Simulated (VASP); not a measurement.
# Si3N in VASP: single point with PBEsol

Aim: the single point of Si3N with PBEsol.

All numbers are computed with VASP 6.6.1; they aren't measurements. Logs are shortened: lines on timing, memory, paths and dates and some standing lists are left out, and cuts for length are marked.

## (1) The cell of the first run

The cell holds a slab with vacuum, 8 atoms: a = 3.842 Å, b = 3.842 Å, c = 26.891 Å, α = 90.00°, β = 90.00°, γ = 90.00°.

## (2) Single point, PBEsol

File INCAR:

```
SYSTEM = Si3N
ALGO     = Normal         ! electronic algorithm
DIPOL    = 0.5 0.5 0.502
EDIFF    = 1E-6           ! SCF threshold, eV
ENCUT    = 1000           ! plane-wave cutoff, eV
GGA      = PS             ! functional
GGA_COMPAT= .False.      
IDIPOL   = 3            
ISIF     = 2              ! what is computed and relaxed
ISMEAR   = 0              ! smearing method
LASPH    = .True.         ! aspherical terms in the spheres
LCHARG   = .True.         ! write CHGCAR
LDIPOL   = .True.       
LELF     = .True.         ! ELF
LREAL    = .False.        ! projectors in reciprocal space
LVACPOTAV= .True.       
LVHAR    = .True.       
LWAVE    = .False.        ! write WAVECAR
NBANDS   = 27             ! bands
NELM     = 120            ! most SCF steps
NELMDL   = -8           
PREC     = Accurate       ! precision mode
SIGMA    = 0.05           ! smearing width, eV
```

File KPOINTS:

```
k-points
0
Gamma
  8 8 1
  0 0 0
```

File POSCAR:

```
Si3N
1.0
    3.8417168278      0.0000000000      0.0000000000
    0.0000000000      3.8417168278      0.0000000000
    0.0000000000      0.0000000000     26.8912600509
Si N
6 2
Direct
    0.0000000000      0.5000000000      0.3160878287
    0.0000000000      0.0000000000      0.3665968791
    0.5000000000      0.0000000000      0.4171059295
    0.5000000000      0.5000000000      0.4673395889
    0.0000000000      0.5000000000      0.5179784263
    0.0000000000      0.0000000000      0.5673638410
    0.5000000000      0.5000000000      0.6623805966
    0.5000000000      0.5000000000      0.7033345184
```

Potentials or basis: VASP PAW PBE potentials, release 64 (Si, N_h).

Launch:

```
$ cat potpaw_PBE.64/Si/POTCAR potpaw_PBE.64/N_h/POTCAR > POTCAR
$ mpirun -np 1 vasp_std > vasp.out
```

OUTCAR:

```text
SYSTEM = Si3N
   EDIFF = 1E-6
   ENCUT = 1000
   GGA = PS
   ISIF = 2
   ISMEAR = 0
   LASPH = .True.
   LREAL = .False.
   NELM = 120
   NELMDL = -8
   PREC = Accurate

 ion  position               nearest neighbor table
   1  0.000  0.500  0.316-   2 2.35   2 2.35
   2  0.000  0.000  0.367-   1 2.35   3 2.35   1 2.35   3 2.35
   3  0.500  0.000  0.417-   4 2.35   4 2.35   2 2.35   2 2.35
   4  0.500  0.500  0.467-   3 2.35   3 2.35   5 2.35   5 2.35
   5  0.000  0.500  0.518-   6 2.34   6 2.34   4 2.35   4 2.35
   6  0.000  0.000  0.567-   5 2.34   5 2.34
   7  0.500  0.500  0.662-   8 1.10
   8  0.500  0.500  0.703-   7 1.10

  LATTYP: Found a simple tetragonal cell.
 ALAT       =     3.8417168278
 C/A-ratio  =     6.9998027591

  Lattice vectors:

 A1 = (   3.8417168278,   0.0000000000,   0.0000000000)
 A2 = (   0.0000000000,   3.8417168278,   0.0000000000)
 A3 = (   0.0000000000,   0.0000000000,  26.8912600509)

Analysis of symmetry for initial positions (statically):
=====================================================================
 Subroutine PRICEL returns:
 Original cell was already a primitive cell.

 Routine SETGRP: Setting up the symmetry group for a
 simple tetragonal supercell.

 Subroutine GETGRP returns: Found  4 space group operations
 (whereof  4 operations were pure point group operations)
 out of a pool of 16 trial point group operations.

The static configuration has the point symmetry C_2v.

Analysis of symmetry for dynamics (positions and initial velocities):
=====================================================================
 Subroutine PRICEL returns:
 Original cell was already a primitive cell.

 Routine SETGRP: Setting up the symmetry group for a
 simple tetragonal supercell.

 Subroutine GETGRP returns: Found  4 space group operations
 (whereof  4 operations were pure point group operations)
 out of a pool of 16 trial point group operations.

The dynamic configuration has the point symmetry C_2v.

 Subroutine INISYM returns: Found  4 space group operations
 (whereof  4 operations are pure point group operations),
 and found     1 'primitive' translations

----------------------------------------------------------------------------------------

                                     Primitive cell

  volume of cell :     396.8824
[... 108 lines left out ...]
   POTIM  = 0.5000    time-step for ionic-motion
   TEBEG  =    0.0;   TEEND  =   0.0 temperature during run
   PSTRESS=    0.0 pullay stress
   NELECT =      34.0000    total number of electrons
   NUPDOWN=      -1.0000    fix difference up-down
   EMIN   =  10.00;   EMAX   =-10.00  energy-range for DOS
   EFERMI =   0.00;   METHOD = LEGACY
   ISMEAR =     0;   SIGMA  =   0.05  broadening in eV -4-tet -1-fermi 0-gaus
   EFERMI_NEDOS =   21; number of points for ismear=-14 and -15
   IALGO  =     38    algorithm
   IMIX   =      4    mixing-type and parameters
     AMIX     =   0.40;   BMIX     =  1.00
     AMIX_MAG =   1.60;   BMIX_MAG =  1.00
  volume/ion in A,a.u.               =      49.61       334.79
  Fermi-wavevector in a.u.,A,eV,Ry     =   0.721684  1.363785  7.086296  0.520828
  Thomas-Fermi vector in A             =   1.811455
   LORBIT       =      0    0 simple, 1 ext, 2 COOP (PROOUT), +10 PAW based schemes
   GGA     = PS    functional components
   LHFCALC =     F    Hartree Fock is set to
   AEXX    =    0.0000 exact exchange contribution
   IVDW    =     0    specifies the selected vdW correction
   LEPSILON=     F    determine dielectric tensor
   LRPA    =     F    only Hartree local field effects (RPA)
 non-spin polarized calculation
 Gauss-broadening in eV      SIGMA  =   0.05
  energy-cutoff  :     1000.00
  volume of cell :      396.88
 maximum number of plane-waves:     28562
   NGX = 19   NGY = 19   NGZ =139

 dipolmoment           0.000000      0.000000     -0.000345 electrons x Angstroem

 number of electron      34.0000000 magnetization

 dipolmoment           0.000000      0.000000      0.006306 electrons x Angstroem

 Free energy of the ion-electron system (eV)
  ---------------------------------------------------
  ext. energy  EPLUGINS =         0.00000000
  ---------------------------------------------------
  free energy    TOTEN  =       -47.62839602 eV

  energy without entropy =      -47.62538799  energy(sigma->0) =      -47.62689200

 E-fermi :  -1.5917     XC(G=0):  -4.2744

 val. band max:       -1.6001683362   @ k =   0.2500   0.0000   0.0000
 cond. band min:      -1.5532030498   @ k =   0.1250   0.1250   0.0000
 fundamental gap:      0.0469652864
 Fermi energy:        -1.5916981462

 k-point     1 :       0.0000    0.0000    0.0000
  band No.  band energies     occupation
      1     -24.6683      2.00000
      2     -12.9712      2.00000
      3     -11.7586      2.00000
      4     -10.1361      2.00000
      5      -9.8531      2.00000
      6      -7.9696      2.00000
[... 709 lines left out ...]
     26       3.4307      0.00000
     27       3.6402      0.00000

 [... further k-points ...]

------------------------ aborting loop because EDIFF is reached ----------------------------------------

  FORCE on cell =-STRESS in cart. coord.  units (eV):
  Direction    XX          YY          ZZ          XY          YZ          ZX
  --------------------------------------------------------------------------------------
  -------------------------------------------------------------------------------------
  Total       -3.6894142     -0.0962081      0.0452876      0.0000000      0.0000000      0.0000000
  in kB      -14.8938215     -0.3883830      0.1828218      0.0000000      0.0000000      0.0000000
  external PRESSURE =      -5.0331276 kB  Pullay stress =       0.0000000 kB

 VOLUME and BASIS-vectors are now :
 -----------------------------------------------------------------------------
  energy-cutoff  :     1000.00
  volume of cell :      396.88
      direct lattice vectors                 reciprocal lattice vectors
     3.841716828  0.000000000  0.000000000     0.260300289  0.000000000  0.000000000
     0.000000000  3.841716828  0.000000000     0.000000000  0.260300289  0.000000000
     0.000000000  0.000000000 26.891260051     0.000000000  0.000000000  0.037186803

 POSITION                                       TOTAL-FORCE (eV/Angst)
 -----------------------------------------------------------------------------------
      0.00000      1.92086      8.50000         0.000000      0.000000      0.145061
      0.00000      0.00000      9.85825         0.000000      0.000000     -0.137154
      1.92086      0.00000     11.21650         0.000000      0.000000     -0.017568
      1.92086      1.92086     12.56735         0.000000      0.000000      0.004148
      0.00000      1.92086     13.92909         0.000000      0.000000     -0.003904
      0.00000      0.00000     15.25713         0.000000      0.000000      0.007512
      1.92086      1.92086     17.81225         0.000000      0.000000     -0.205989
      1.92086      1.92086     18.91355         0.000000      0.000000      0.207895
 -----------------------------------------------------------------------------------
    total drift:                                0.000000      0.000000     -0.000076

  FREE ENERGIE OF THE ION-ELECTRON SYSTEM (eV)
  ---------------------------------------------------
  free  energy   TOTEN  =       -47.6283960210 eV

  energy  without entropy=      -47.6253879859  energy(sigma->0) =      -47.62689200

 vacuum level on the upper side and lower side of the slab         3.850         3.772
```

stdout:

```text
POSCAR found type information on POSCAR SiN
 POSCAR found :  2 types and       8 ions
 scaLAPACK will be used
 -----------------------------------------------------------------------------
|                                                                             |
[... 23 lines left out ...]
|     field-free region was found. Please increase the size of  your cell     |
|     in the dimension of the dipole correction to obtain accurate            |
|     workfunction values.                                                    |
|                                                                             |
 -----------------------------------------------------------------------------
```

Wall time 13 min (1 thread of Intel Xeon 6975P-C (Granite Rapids), shared host); peak memory 1.2 GiB.

Results:

```
Free energy            : -47.6284 eV
Largest force          : 0.208 eV/Å
Band gap on the k mesh : zero (bands 17 and 18 overlap by 1.14 eV)
```

Forces on the atoms (eV/Å):
```
Si   0.000  0.000  0.145
Si   0.000  0.000 -0.137
Si   0.000  0.000 -0.018
Si   0.000  0.000  0.004
Si   0.000  0.000 -0.004
Si   0.000  0.000  0.008
N    0.000  0.000 -0.206
N    0.000  0.000  0.208
```

Caveat: the PAW data sets were made with another functional, which shifts forces and pressure a little.

The gap in the log of VASP goes by the Fermi energy; the results here count the filled bands.